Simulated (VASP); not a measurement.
# Pt (Im-3m) in VASP: a series of runs, part 2 of 3

VASP 6.6.1. The steps go on from the part before.

## (3) Single point, PBE

This run uses another cell than the first one, of 15.83 Å³/atom.

File INCAR:

```
PREC = Accurate
ENCUT = 500
EDIFF = 1E-6
ISMEAR = 0
SIGMA = 0.05
LREAL = F
LASPH = T
NELM = 120
ALGO = Normal
ISIF = 2
LWAVE = F
LCHARG = T
GGA = PE
LELF = T
LVHAR = T
NBANDS = 11
GGA_COMPAT = F
```

File KPOINTS:

```
regular mesh
0
Gamma
  11 11 11
```

File POSCAR:

```
Pt
1.0
   -1.5818911449      1.5818911449      1.5818911449
    1.5818911449     -1.5818911449      1.5818911449
    1.5818911449      1.5818911449     -1.5818911449
Pt
1
Direct
    0.0000000000      0.0000000000      0.0000000000
```

Potentials or basis: VASP PAW PBE potentials, release 64 (Pt).

Run with:

```console
$ cat potpaw_PBE.64/Pt/POTCAR > POTCAR
$ mpirun -np 1 vasp_std > vasp.out
```

OUTCAR:

```text
PREC = Accurate
   ENCUT = 500
   EDIFF = 1E-6
   ISMEAR = 0
   LREAL = F
   LASPH = T
   NELM = 120
   ISIF = 2
   GGA = PE

 ion  position               nearest neighbor table
   1  0.000  0.000  0.000-

  LATTYP: Found a body centered cubic cell.
 ALAT       =     3.1637822898

  Lattice vectors:

 A1 = (  -1.5818911449,   1.5818911449,   1.5818911449)
 A2 = (   1.5818911449,  -1.5818911449,   1.5818911449)
 A3 = (   1.5818911449,   1.5818911449,  -1.5818911449)

Analysis of symmetry for initial positions (statically):
=====================================================================
 Subroutine PRICEL returns:
 Original cell was already a primitive cell.

 Routine SETGRP: Setting up the symmetry group for a
 body centered cubic supercell.

 Subroutine GETGRP returns: Found 48 space group operations
 (whereof 48 operations were pure point group operations)
 out of a pool of 48 trial point group operations.

The static configuration has the point symmetry O_h .

Analysis of symmetry for dynamics (positions and initial velocities):
=====================================================================
 Subroutine PRICEL returns:
 Original cell was already a primitive cell.

 Routine SETGRP: Setting up the symmetry group for a
 body centered cubic supercell.

 Subroutine GETGRP returns: Found 48 space group operations
 (whereof 48 operations were pure point group operations)
 out of a pool of 48 trial point group operations.

The dynamic configuration has the point symmetry O_h .

 Subroutine INISYM returns: Found 48 space group operations
 (whereof 48 operations are pure point group operations),
 and found     1 'primitive' translations

----------------------------------------------------------------------------------------

                                     Primitive cell

  volume of cell :      15.8340

  direct lattice vectors                    reciprocal lattice vectors
    -1.581891145  1.581891145  1.581891145     0.000000000  0.316077375  0.316077375
     1.581891145 -1.581891145  1.581891145     0.316077375  0.000000000  0.316077375
     1.581891145  1.581891145 -1.581891145     0.316077375  0.316077375  0.000000000

  length of vectors
     2.739915835  2.739915835  2.739915835     0.447000910  0.447000910  0.447000910

  position of ions in fractional coordinates (direct lattice)
     0.000000000  0.000000000  0.000000000

  ion indices of the primitive-cell ions
   primitive index   ion index
                 1           1

----------------------------------------------------------------------------------------

 KPOINTS: regular mesh

Automatic generation of k-mesh.
 Grid dimensions read from file:
 generate k-points for:   11   11   11

 Generating k-lattice:

  Cartesian coordinates                     Fractional coordinates (reciprocal lattice)
     0.000000000  0.028734307  0.028734307     0.090909091  0.000000000  0.000000000
     0.028734307  0.000000000  0.028734307     0.000000000  0.090909091  0.000000000
     0.028734307  0.028734307  0.000000000     0.000000000  0.000000000  0.090909091

  Length of vectors
     0.040636446  0.040636446  0.040636446

  Shift w.r.t. Gamma in fractional coordinates (k-lattice)
     0.000000000  0.000000000  0.000000000

 Subroutine IBZKPT returns following result:
 ===========================================

 Found     56 irreducible k-points:

 Following reciprocal coordinates:
            Coordinates               Weight
  0.000000  0.000000  0.000000      1.000000
  0.090909  0.000000  0.000000     12.000000
  0.181818  0.000000  0.000000     12.000000
  0.272727  0.000000  0.000000     12.000000
  0.363636  0.000000  0.000000     12.000000
  0.454545  0.000000  0.000000     12.000000
[... 16 lines left out ...]
  0.272727  0.181818  0.090909     48.000000
  0.363636  0.181818  0.090909     24.000000
 [... further k-points ...]
   k-points           NKPTS =     56   k-points in BZ     NKDIM =     56   number of bands    NBANDS=     11
   number of dos      NEDOS =    301   number of ions     NIONS =      1
   total plane-waves  NPLWV =   8000
   dimension x,y,z NGX =    20 NGY =   20 NGZ =   20
   dimension x,y,z NGXF=    40 NGYF=   40 NGZF=   40
   ions per type =               1
   NGX,Y,Z   is equivalent  to a cutoff of  12.14, 12.14, 12.14 a.u.
   NGXF,Y,Z  is equivalent  to a cutoff of  24.27, 24.27, 24.27 a.u.
 SYSTEM =  unknown system
   PREC   = accura    normal or accurate (medium, high low for compatibility)
   ISTART =      0    job   : 0-new  1-cont  2-samecut
   ICHARG =      2    charge: 1-file 2-atom 10-const
   ISPIN  =      1    spin polarized calculation?
   LNONCOLLINEAR =      F non collinear calculations
   LSORBIT =      F    spin-orbit coupling
   LASPH  =      T    aspherical Exc in radial PAW
   ENCUT  =  500.0 eV  36.75 Ry    6.06 a.u.   5.00  5.00  5.00*2*pi/ulx,y,z
   NELM   =    120;   NELMIN=  2; NELMDL= -5     # of ELM steps
   EDIFF  = 0.1E-05   stopping-criterion for ELM
   LREAL  =      F    real-space projection
   EDIFFG = 0.1E-04   stopping-criterion for IOM
   NSW    =      0    number of steps for IOM
   IBRION =     -1    ionic relax: 0-MD 1-quasi-New 2-CG
   NFREE  =      0    steps in history (QN), initial steepest desc. (CG)
   ISIF   =      2    stress and relaxation
   ISYM   =      2    0-nonsym 1-usesym 2-fastsym
   POTIM  = 0.5000    time-step for ionic-motion
   TEBEG  =    0.0;   TEEND  =   0.0 temperature during run
   PSTRESS=    0.0 pullay stress
   NELECT =      10.0000    total number of electrons
   NUPDOWN=      -1.0000    fix difference up-down
   EMIN   =  10.00;   EMAX   =-10.00  energy-range for DOS
   EFERMI =   0.00;   METHOD = LEGACY
   ISMEAR =     0;   SIGMA  =   0.05  broadening in eV -4-tet -1-fermi 0-gaus
   EFERMI_NEDOS =   21; number of points for ismear=-14 and -15
   IALGO  =     38    algorithm
   IMIX   =      4    mixing-type and parameters
     AMIX     =   0.40;   BMIX     =  1.00
     AMIX_MAG =   1.60;   BMIX_MAG =  1.00
  volume/ion in A,a.u.               =      15.83       106.85
  Fermi-wavevector in a.u.,A,eV,Ry     =   1.404575  2.654262 26.841991  1.972831
  Thomas-Fermi vector in A             =   2.527123
   LORBIT       =      0    0 simple, 1 ext, 2 COOP (PROOUT), +10 PAW based schemes
   GGA     = PE    functional components
   LHFCALC =     F    Hartree Fock is set to
   AEXX    =    0.0000 exact exchange contribution
   IVDW    =     0    specifies the selected vdW correction
   LEPSILON=     F    determine dielectric tensor
   LRPA    =     F    only Hartree local field effects (RPA)
 non-spin polarized calculation
 Gauss-broadening in eV      SIGMA  =   0.05
  energy-cutoff  :      500.00
  volume of cell :       15.83
 maximum number of plane-waves:       414
   NGX =  9   NGY =  9   NGZ =  9

 number of electron      10.0000000 magnetization

 Free energy of the ion-electron system (eV)
  ---------------------------------------------------
  ext. energy  EPLUGINS =         0.00000000
  ---------------------------------------------------
  free energy    TOTEN  =        -5.97619103 eV

  energy without entropy =       -5.97305201  energy(sigma->0) =       -5.97462152

 E-fermi :  10.0947     XC(G=0): -13.1933

 val. band max:       10.0807643084   @ k =  -0.3636   0.3636   0.0909
 cond. band min:      10.0979754265   @ k =   0.4545   0.0909  -0.0000
 fundamental gap:      0.0172111182
 Fermi energy:        10.0947054540

 k-point     1 :       0.0000    0.0000    0.0000
  band No.  band energies     occupation
      1       0.6869      2.00000
      2       6.6880      2.00000
      3       6.6880      2.00000
      4       6.6880      2.00000
      5       9.1587      2.00000
      6       9.1587      2.00000
      7      27.2614      0.00000
      8      27.2614      0.00000
      9      27.2614      0.00000
     10      37.2657      0.00000
     11      37.2670      0.00000

 k-point     2 :       0.0909    0.0000    0.0000
  band No.  band energies     occupation
      1       1.0197      2.00000
      2       6.5595      2.00000
      3       6.6858      2.00000
      4       6.9542      2.00000
      5       9.0011      2.00000
      6       9.1680      2.00000
      7      27.3916      0.00000
      8      27.4772      0.00000
      9      27.7498      0.00000
     10      34.2842      0.00000
     11      34.7280      0.00000
[... 295 lines left out ...]
 k-point    24 :       0.3636    0.1818    0.0909
  band No.  band energies     occupation
      1       4.7399      2.00000
      2       5.4436      2.00000
      3       7.3557      2.00000
      4       9.2646      2.00000
      5       9.5397      2.00000
      6      15.5138      0.00000
      7      15.6220      0.00000
      8      21.2619      0.00000
      9      23.6390      0.00000
     10      33.8644      0.00000
     11      35.1447      0.00000

 [... further k-points ...]
[... 5 lines left out ...]
  --------------------------------------------------------------------------------------
  -------------------------------------------------------------------------------------
  Total       -0.0370021     -0.0370021     -0.0370021      0.0000000     -0.0000000     -0.0000000
  in kB       -3.7440948     -3.7440948     -3.7440948      0.0000000     -0.0000000     -0.0000000
  external PRESSURE =      -3.7440948 kB  Pullay stress =       0.0000000 kB

 VOLUME and BASIS-vectors are now :
 -----------------------------------------------------------------------------
  energy-cutoff  :      500.00
  volume of cell :       15.83
      direct lattice vectors                 reciprocal lattice vectors
    -1.581891145  1.581891145  1.581891145     0.000000000  0.316077375  0.316077375
     1.581891145 -1.581891145  1.581891145     0.316077375  0.000000000  0.316077375
     1.581891145  1.581891145 -1.581891145     0.316077375  0.316077375  0.000000000

 POSITION                                       TOTAL-FORCE (eV/Angst)
 -----------------------------------------------------------------------------------
      0.00000      0.00000      0.00000         0.000000      0.000000      0.000000
 -----------------------------------------------------------------------------------
    total drift:                                0.000000      0.000000      0.000000

  FREE ENERGIE OF THE ION-ELECTRON SYSTEM (eV)
  ---------------------------------------------------
  free  energy   TOTEN  =        -5.9761910337 eV

  energy  without entropy=       -5.9730520059  energy(sigma->0) =       -5.97462152
```

Run time: 4.3 s. Hardware: 1 thread of Intel Xeon 6975P-C (Granite Rapids), shared host; peak memory 0.12 GiB.

What came out:

* Free energy: -5.9762 eV
* Pressure: -0.4 GPa
* Band gap on the k mesh: zero (bands 5 and 6 overlap by 2.00 eV)

Levels at points of the mesh, in eV from the Fermi level:
```csv
k point,band 1,band 2,band 3,band 4,band 5,band 6,band 7,band 8,band 9,band 10
"(0.00, 0.00, 0.00)",-9.41,-3.41,-3.41,-3.41,-0.94,-0.94,17.17,17.17,17.17,27.17
```

Caveat: spin-orbit coupling is left out, which moves the levels of the heavy elements.

## (4) Relaxation of cell and atoms, PBE

This run uses another cell than the first one, of 15.04 Å³/atom.

File INCAR:

```
SYSTEM = Pt
ALGO     = Normal         ! electronic algorithm
EDIFF    = 1E-7           ! SCF threshold, eV
EDIFFG   = -0.01          ! ionic threshold
ENCUT    = 500            ! plane-wave cutoff, eV
GGA      = PE             ! functional
GGA_COMPAT= .FALSE.      
IBRION   = 2              ! ionic algorithm
ISIF     = 3              ! what is computed and relaxed
ISMEAR   = 0              ! smearing method
LASPH    = .TRUE.         ! aspherical terms in the spheres
LCHARG   = .FALSE.        ! write CHGCAR
LREAL    = .FALSE.        ! projectors in reciprocal space
LWAVE    = .FALSE.        ! write WAVECAR
NELM     = 120            ! most SCF steps
NELMIN   = 4            
NSW      = 80             ! ionic steps
PREC     = Accurate       ! precision mode
SIGMA    = 0.05           ! smearing width, eV
```

File KPOINTS:

```
k-points
0
G
  11 11 11
  0 0 0
```

File POSCAR:

```
Pt
1.0
   -1.5550000000      1.5550000000      1.5550000000
    1.5550000000     -1.5550000000      1.5550000000
    1.5550000000      1.5550000000     -1.5550000000
Pt
1
Direct
    0.0000000000      0.0000000000      0.0000000000
```

Run with:

```console
$ cat potpaw_PBE.64/Pt/POTCAR > POTCAR
$ mpirun -np 1 vasp_std > vasp.out
```

Run time: 9.9 s. Hardware: 1 thread of Intel Xeon 6975P-C (Granite Rapids), shared host; peak memory 0.12 GiB.

The run converged. Its results:

- Free energy: -5.9756 eV
- Relaxed volume: 15.81 Å³/atom
- Relaxed cell: a = 2.739 Å, b = 2.739 Å, c = 2.739 Å, α = 109.47°, β = 109.47°, γ = 109.47°
- Space group after relaxing (to 0.1 Å): Im-3m (No. 229)
- Energy gained by relaxing: 30.7 meV/atom
- Ionic steps: 4
- Pressure after relaxing: -0.1 GPa
- Band gap on the k mesh: zero (bands 5 and 6 overlap by 2.00 eV)

The path:
| step | energy change (eV) | largest force (eV/Å) | pressure (GPa) | volume (Å³) |
| --- | --- | --- | --- | --- |
| 1 | 0.0000 | 0.0000 | 13.58 | 15.04 |
| 2 | 0.1340 | 0.0000 | -21.21 | 17.99 |
| 3 | -0.0306 | 0.0000 | -0.75 | 15.86 |
| 4 | -0.0307 | 0.0000 | -0.08 | 15.81 |

Final structure:
```cif
data_structure
_symmetry_space_group_name_H-M 'P 1'
_symmetry_Int_Tables_number 1
_cell_length_a 2.7388
_cell_length_b 2.7388
_cell_length_c 2.7388
_cell_angle_alpha 109.471
_cell_angle_beta 109.471
_cell_angle_gamma 109.471
_cell_volume 15.81
loop_
_atom_site_label
_atom_site_type_symbol
_atom_site_fract_x
_atom_site_fract_y
_atom_site_fract_z
_atom_site_occupancy
Pt1 Pt 0.00000 0.00000 0.00000 1
```

Levels at points of the mesh, in eV from the Fermi level:
| k point | band 2 | band 3 | band 4 | band 5 | band 6 | band 7 | band 8 | band 9 |
| --- | --- | --- | --- | --- | --- | --- | --- | --- |
| (0.00, 0.00, 0.00) | -3.41 | -3.41 | -3.41 | -0.94 | -0.94 | 17.17 | 17.17 | 17.17 |

Caveat: spin-orbit coupling is left out, which moves the levels of the heavy elements.

## (5) Relaxation of cell and atoms, PBE, target pressure 15 GPa, at which the enthalpy is minimised

This run uses another cell than the first one, of 15.04 Å³/atom.

File INCAR:

```
PREC = Accurate
ENCUT = 500
EDIFF = 1E-7
ISMEAR = 0
SIGMA = 0.05
LREAL = False
LASPH = True
NELM = 120
ALGO = Normal
ISIF = 3
LWAVE = False
LCHARG = False
GGA = PE
IBRION = 2
NSW = 80
EDIFFG = -0.01
PSTRESS = 150.0
GGA_COMPAT = False
NELMIN = 4
```

File KPOINTS:

```
regular mesh
0
Gamma
  11 11 11
```

POSCAR is that of step 4.

Run with:

```console
$ cat potpaw_PBE.64/Pt/POTCAR > POTCAR
$ mpirun -np 1 vasp_std > vasp.out
```

Run time: 7.7 s. Hardware: 1 thread of Intel Xeon 6975P-C (Granite Rapids), shared host; peak memory 0.13 GiB.

It converged, with:

* Free energy: -5.9389 eV
* Relaxed volume: 14.97 Å³/atom
* Relaxed cell: a = 2.689 Å, b = 2.689 Å, c = 2.689 Å, α = 109.47°, β = 109.47°, γ = 109.47°
* Space group after relaxing (to 0.1 Å): Im-3m (No. 229)
* Energy change on relaxing (the run minimises the enthalpy): +6.1 meV/atom
* Ionic steps: 3
* Pressure after relaxing: 15.0 GPa
* Band gap on the k mesh: zero (bands 5 and 6 overlap by 2.22 eV)

Step by step:
```
step  energy change (eV)  largest force (eV/Å)  pressure (GPa)  volume (Å³)
   1              0.0000                0.0000           13.58        15.04
   2              0.0299                0.0000           19.89        14.75
   3              0.0061                0.0000           15.01        14.97
```

Final structure:
```
CELL_PARAMETERS angstrom
-1.55265 1.55265 1.55265
1.55265 -1.55265 1.55265
1.55265 1.55265 -1.55265
ATOMIC_POSITIONS crystal
Pt 0.00000 0.00000 0.00000
```

Levels at points of the mesh, in eV from the Fermi level:
| k point | band 1 | band 2 | band 3 | band 4 | band 5 | band 6 | band 7 | band 8 | band 9 |
| --- | --- | --- | --- | --- | --- | --- | --- | --- | --- |
| (0.00, 0.00, 0.00) | -9.99 | -3.71 | -3.71 | -3.71 | -1.02 | -1.02 | 17.15 | 17.15 | 17.15 |

Caveat: the cell is relaxed towards a set pressure, so the run minimises the enthalpy, not the energy; spin-orbit coupling is left out, which moves the levels of the heavy elements.

(Part 2 of 3 ends here.)
